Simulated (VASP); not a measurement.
KTaO3, 5 atoms in the cell. The structure is cubic, space group Pm-3m (No. 221). The conventional cell has a = 4.105 Å, b = 4.105 Å, c = 4.105 Å, α = 90.00°, β = 90.00°, γ = 90.00°. Within 3.8 Å of K (site symmetry m-3m) lie 12 O at 2.90 Å and 8 Ta at 3.56 Å. Ta (site symmetry m-3m) has 6 O at 2.05 Å within 2.7 Å. O (site symmetry 4/mmm) has 2 Ta at 2.05 Å within 2.7 Å. 

| Item | Value |
| --- | --- |
| Program | VASP 6.6.1 |
| Task | single point |
| Functional | PBEsol |
| Potentials or basis | VASP PAW PBE potentials, release 64 (K_sv, Ta_pv, O) |
| Cutoff | 520 eV |
| k mesh | 8 × 8 × 8 |
| Occupations | gaussian, width 0.02 eV |
| Spin | no spin polarisation |
| Dipole correction | no |
| Further INCAR settings | ALGO = Normal; EDIFF = 1e-06; NBANDS = 27 |

Potentials or basis: VASP PAW PBE potentials, release 64 (K_sv, Ta_pv, O).

Run with:

```bash
$ cat potpaw_PBE.64/K_sv/POTCAR potpaw_PBE.64/Ta_pv/POTCAR potpaw_PBE.64/O/POTCAR > POTCAR
$ mpirun -np 1 vasp_std > vasp.out
```

Hardware: 1 thread of Intel Xeon 8259CL, with other jobs on the host.

Q: How long does it take, and how much memory?

A: Wall time 83 s on 1 thread of Intel Xeon 8259CL (shared host), peak memory 0.22 GiB. Counts: scf iterations 14, k points 35.
